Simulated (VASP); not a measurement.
Runs of VASP 6.6.1 on In. The structure is that of space group Im-3m (No. 229), or close to it. The cells are those of the table. 

```tsv
cell	gap on the mesh (eV)	pressure (GPa)
a = 3.305 Å, angles 110.5, 110.5, 107.3°, 1 atom	none	(a)
a = 3.130 Å, angles 109.5°, 1 atom	none	8.5
a = 3.174 Å, angles 110.6, 110.6, 107.3°, 1 atom	none	(b)
a = 3.044 Å, angles 110.6, 110.6, 107.2°, 1 atom	none	16.3
a = 3.479 Å, angles 108.5, 108.5, 111.5°, 1 atom	none	-3.6
```

Alike in all rows: task single point; level PBE; potentials or basis VASP PAW PBE potentials, release 64 (In_d); no spin polarisation; k mesh 18 × 18 × 18; cutoff (eV) 520; smearing gaussian 0.15 eV.

**Question.** Fill in the values left out.

**Answer.** (a) 0.0; (b) 5.6.

Caveats: spin-orbit coupling is left out, which moves the levels of the heavy elements.

A k mesh can miss the band edges, and the runs leave out spin-orbit coupling on In.

A gap of «none» marks levels without a gap at the run's occupations.
